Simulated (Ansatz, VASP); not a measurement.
This is a calculation of GaSb for VASP 6.6.1.

Contents of POSCAR:

```
GaSb
1.0
    0.0000000000      3.1189956238      3.1189956238
    3.1189956238      0.0000000000      3.1189956238
    3.1189956238      3.1189956238      0.0000000000
Sb Ga
1 1
Direct
    0.7500000000      0.7500000000      0.7500000000
    0.0000000000      0.0000000000      0.0000000000
```

INCAR.step1

```
PREC = Accurate
ENCUT = 520
ISMEAR = -1
SIGMA = 0.05
LREAL = False
LASPH = True
NELM = 100
NBANDS = 16
GGA = PE
ALGO = Normal
EDIFF = 1E-4
LWAVE = True
LCHARG = False
```

The input INCAR.step2:

```
PREC = Accurate
ENCUT = 520
EDIFF = 1E-6
ISMEAR = -1
SIGMA = 0.05
LREAL = False
LASPH = True
NELM = 100
ALGO = Normal
ISIF = 2
LWAVE = False
LCHARG = False
METAGGA = R2SCAN
LMIXTAU = True
IVDW = 13
VDW_S6 = 1.0
VDW_S8 = 0.6018749
VDW_A1 = 0.51559235
VDW_A2 = 5.77342911
NBANDS = 16
ISTART = 1
```

Contents of KPOINTS:

```
Automatic mesh
0
Gamma
  8 8 8
```

Potentials or basis: VASP PAW PBE potentials, release 64 (Sb, Ga_d).

Command:

```console
$ cat potpaw_PBE.64/Sb/POTCAR potpaw_PBE.64/Ga_d/POTCAR > POTCAR
$ cp INCAR.step1 INCAR
$ mpirun -np 1 vasp_std > vasp.out
$ cp INCAR.step2 INCAR
$ mpirun -np 1 vasp_std > vasp.out
```

**Question.** Set up the same calculation for Ansatz 0.2.0. Potentials there: Ansatz PAW.

**Answer.** As run (the cutoff follows the program's own potentials):

input.yaml

```yaml
crystal:
  lattice:
    - [0.0, 3.1189956238, 3.1189956238]
    - [3.1189956238, 0.0, 3.1189956238]
    - [3.1189956238, 3.1189956238, 0.0]
  atoms:
    - { symbol: Sb, position: [0.75, 0.75, 0.75] }
    - { symbol: Ga, position: [0.0, 0.0, 0.0] }
hamiltonian:
  xc: r2scan
  pseudopotentials: { kind: paw }
  dispersion: d4
kpoints:
  mp_grid: { grid: [8, 8, 8] }
scf:
  occupations: { method: fermi_dirac, width: 0.05 }
output:
  forces: true
  stress: true
  eigenvalues: true
```

Potentials or basis: Ansatz PAW.

Launch:

```sh
$ ansatz run input.yaml --threads 2 --pin off --max-ram 5120MiB --backend cpu --events-out ev --progress --plain --runs-dir out
```

Both were run:

|  | VASP | Ansatz | Ansatz less VASP |
| --- | --- | --- | --- |
| pressure (GPa) | -3.0 | -3.0 | -0.06 |

VASP's potentials were made for PBE, not for r2SCAN. VASP's potentials hold 18 valence electrons a cell and Ansatz's 28, so a difference there can come from the potentials and not from the codes.

Spin-orbit coupling is off throughout.
